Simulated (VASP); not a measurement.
# Li (I4/mmm) in VASP: notebook, part 2 of 2

VASP 6.6.1. Earlier steps stand in the parts before.

## 4. Single point, PBEsol

This run uses another cell than the first one, of the same volume but with other edges.

Contents of INCAR:

```
SYSTEM = Li
PREC = Accurate
ENCUT = 520
EDIFF = 1E-6
ISMEAR = 0
SIGMA = 0.15
LREAL = .False.
LASPH = .True.
NELM = 60
ALGO = Normal
ISIF = 2
LWAVE = .False.
LCHARG = .False.
GGA = PS
NBANDS = 8
```

Contents of KPOINTS:

```
Automatic mesh
0
Gamma
  20 20 20
  0 0 0
```

Contents of POSCAR:

```
Li
1.0
    0.0000000000      1.9236241833      2.8854362750
    1.9236241833      0.0000000000      2.8854362750
    1.9236241833      1.9236241833      0.0000000000
Li
1
Direct
    0.0000000000      0.0000000000      0.0000000000
```

Potentials or basis: VASP PAW PBE potentials, release 64 (Li_sv).

Command:

```sh
cat potpaw_PBE.64/Li_sv/POTCAR > POTCAR
mpirun -np 1 vasp_std > vasp.out
```

OUTCAR:

```text
SYSTEM = Li
   PREC = Accurate
   ENCUT = 520
   EDIFF = 1E-6
   ISMEAR = 0
   LREAL = .False.
   LASPH = .True.
   NELM = 60
   ISIF = 2
   GGA = PS

 ion  position               nearest neighbor table
   1  0.000  0.000  0.000-

  LATTYP: Found a body centered tetragonal cell.
 ALAT       =     2.7204154089
 C/A-ratio  =     2.1213203436

  Lattice vectors:

 A1 = (  -1.9236241833,   0.0000000000,   2.8854362750)
 A2 = (   1.9236241833,   0.0000000000,   2.8854362750)
 A3 = (   0.0000000000,   1.9236241833,  -2.8854362750)

Analysis of symmetry for initial positions (statically):
=====================================================================
 Subroutine PRICEL returns:
 Original cell was already a primitive cell.

 Routine SETGRP: Setting up the symmetry group for a
 body centered tetragonal supercell.

 Subroutine GETGRP returns: Found 16 space group operations
 (whereof 16 operations were pure point group operations)
 out of a pool of 16 trial point group operations.

The static configuration has the point symmetry D_4h.

Analysis of symmetry for dynamics (positions and initial velocities):
=====================================================================
 Subroutine PRICEL returns:
 Original cell was already a primitive cell.

 Routine SETGRP: Setting up the symmetry group for a
 body centered tetragonal supercell.

 Subroutine GETGRP returns: Found 16 space group operations
 (whereof 16 operations were pure point group operations)
 out of a pool of 16 trial point group operations.

The dynamic configuration has the point symmetry D_4h.

 Subroutine INISYM returns: Found 16 space group operations
 (whereof 16 operations are pure point group operations),
 and found     1 'primitive' translations

----------------------------------------------------------------------------------------

                                     Primitive cell

[... 110 lines left out ...]
  Fermi-wavevector in a.u.,A,eV,Ry     =   0.851049  1.608250  9.854489  0.724285
  Thomas-Fermi vector in A             =   1.967122
   LORBIT       =      0    0 simple, 1 ext, 2 COOP (PROOUT), +10 PAW based schemes
   GGA     = PS    functional components
   LHFCALC =     F    Hartree Fock is set to
   AEXX    =    0.0000 exact exchange contribution
   IVDW    =     0    specifies the selected vdW correction
   LEPSILON=     F    determine dielectric tensor
   LRPA    =     F    only Hartree local field effects (RPA)
 non-spin polarized calculation
 Gauss-broadening in eV      SIGMA  =   0.15
  energy-cutoff  :      520.00
  volume of cell :       21.35
 maximum number of plane-waves:       592
 NGX is ok and might be reduce to    28

 number of electron       2.9999999 magnetization

 Free energy of the ion-electron system (eV)
  ---------------------------------------------------
  ext. energy  EPLUGINS =         0.00000000
  ---------------------------------------------------
  free energy    TOTEN  =        -1.88025552 eV

  energy without entropy =       -1.87506406  energy(sigma->0) =       -1.87765979

 E-fermi :   0.4911     XC(G=0):  -6.8903

 val. band max:        0.4736704689   @ k =  -0.4000   0.4000   0.0500
 cond. band min:       0.4946926771   @ k =  -0.4000   0.4000   0.0000
 fundamental gap:      0.0210222082
 Fermi energy:         0.4910911276

 k-point     1 :       0.0000    0.0000    0.0000
  band No.  band energies     occupation
      1     -45.6878      2.00000
      2      -2.9833      2.00000
      3      10.5958      0.00000
      4      14.1971      0.00000
      5      15.1207      0.00000
      6      15.1207      0.00000
      7      18.5283      0.00000
      8      19.6054      0.00000
[... 243 lines left out ...]
 k-point    24 :      -0.3500    0.0500    0.0000
  band No.  band energies     occupation
      1     -45.6651      2.00000
      2      -0.3428      2.00000
      3       5.3978      0.00000
      4       8.6560      0.00000
      5      12.4046      0.00000
      6      16.5118      0.00000
      7      20.1738      0.00000
      8      21.3740      0.00000

 [... further k-points ...]

------------------------ aborting loop because EDIFF is reached ----------------------------------------

  FORCE on cell =-STRESS in cart. coord.  units (eV):
  Direction    XX          YY          ZZ          XY          YZ          ZX
  --------------------------------------------------------------------------------------
  -------------------------------------------------------------------------------------
  Total        0.2610913      0.2610913     -0.7331521      0.0000000      0.0000000      0.0000000
  in kB       19.5893984     19.5893984    -55.0076074      0.0000000      0.0000000      0.0000000
  external PRESSURE =      -5.2762702 kB  Pullay stress =       0.0000000 kB

 VOLUME and BASIS-vectors are now :
 -----------------------------------------------------------------------------
  energy-cutoff  :      520.00
  volume of cell :       21.35
      direct lattice vectors                 reciprocal lattice vectors
     0.000000000  1.923624183  2.885436275    -0.259926031  0.259926031  0.173284021
     1.923624183  0.000000000  2.885436275     0.259926031 -0.259926031  0.173284021
     1.923624183  1.923624183  0.000000000     0.259926031  0.259926031 -0.173284021

 POSITION                                       TOTAL-FORCE (eV/Angst)
 -----------------------------------------------------------------------------------
      0.00000      0.00000      0.00000         0.000000      0.000000      0.000000
 -----------------------------------------------------------------------------------
    total drift:                                0.000000      0.000000     -0.000000

  FREE ENERGIE OF THE ION-ELECTRON SYSTEM (eV)
  ---------------------------------------------------
  free  energy   TOTEN  =        -1.8802555200 eV

  energy  without entropy=       -1.8750640605  energy(sigma->0) =       -1.87765979
```

Run time: 32 s. Hardware: 1 thread of Intel Xeon 6975P-C (Granite Rapids), shared host; peak memory 0.2 GiB.

Results:

```
Free energy            : -1.8803 eV
Band gap on the k mesh : zero (an odd number of electrons rules out a gap without spin polarisation)
```

Caveat: the cutoff is under 1.25 times the usual one of these potentials, so pressure, stress and relaxed cells hold a basis-set (Pulay) error; the PAW data sets were made with another functional, which shifts forces and pressure a little.

## 5. Single point, PBEsol

Contents of INCAR:

```
SYSTEM = Li
PREC = Accurate
ENCUT = 520
EDIFF = 1E-7
ISMEAR = 0
SIGMA = 0.15
LREAL = .FALSE.
LASPH = .TRUE.
NELM = 80
ALGO = Fast
ISIF = 2
LWAVE = .FALSE.
LCHARG = .TRUE.
GGA = PS
LELF = .TRUE.
LVHAR = .TRUE.
NBANDS = 8
```

Contents of KPOINTS:

```
regular mesh
0
G
  20 20 20
  0 0 0
```

Contents of POSCAR:

```
Li
1.0
    0.0000000000      2.2321681324      2.1428814071
    2.2321681324      0.0000000000      2.1428814071
    2.2321681324      2.2321681324      0.0000000000
Li
1
Direct
    0.0000000000      0.0000000000      0.0000000000
```

Command:

```sh
cat potpaw_PBE.64/Li_sv/POTCAR > POTCAR
mpirun -np 1 vasp_std > vasp.out
```

It took 39 s on 1 thread of Intel Xeon 6975P-C (Granite Rapids), shared host; peak memory 0.2 GiB.

The run converged. Its results:

* Free energy: -1.9681 eV
* Band gap on the k mesh: zero (an odd number of electrons rules out a gap without spin polarisation)

Levels at points of the mesh, in eV from the Fermi level:
```tsv
k point	band 1	band 2	band 3	band 4	band 5	band 6	band 7
(0.00, 0.00, 0.00)	-46.01	-3.50	13.82	13.88	13.88	17.58	17.58
(0.50, 0.00, 0.00)	-46.00	0.00	2.76	11.87	12.46	15.61	16.39
(0.50, 0.50, 0.00)	-45.99	1.83	4.88	7.78	7.78	9.91	14.43
(0.50, 0.00, 0.50)	-45.99	1.32	4.34	8.25	8.44	10.48	14.90
```

Caveat: the cutoff is under 1.25 times the usual one of these potentials, so pressure, stress and relaxed cells hold a basis-set (Pulay) error; the PAW data sets were made with another functional, which shifts forces and pressure a little.

## 6. The runs side by side

| cell | gap on the mesh (eV) |
| --- | --- |
| a = 3.076, b = 3.076, c = 3.202 Å, angles 58.6, 58.6, 62.7°, 1 atom | none |
| a = 3.032, b = 3.032, c = 3.595 Å, angles 53.6, 53.6, 72.7°, 1 atom | none |
| a = 3.468, b = 3.468, c = 2.720 Å, angles 66.9, 66.9, 46.2°, 1 atom | none |
| a = 3.094, b = 3.094, c = 3.157 Å, angles 59.3, 59.3, 61.3°, 1 atom | none |

Alike in all rows: task single point; level PBEsol; potentials or basis VASP PAW PBE potentials, release 64 (Li_sv); no spin polarisation; k mesh 20 × 20 × 20; cutoff (eV) 520; smearing gaussian 0.15 eV.

Caveats: the cutoff is under 1.25 times the usual one of these potentials, so pressure, stress and relaxed cells hold a basis-set (Pulay) error; the PAW data sets were made with another functional, which shifts forces and pressure a little.

Absolute energies hang on the potentials; compare differences alone.
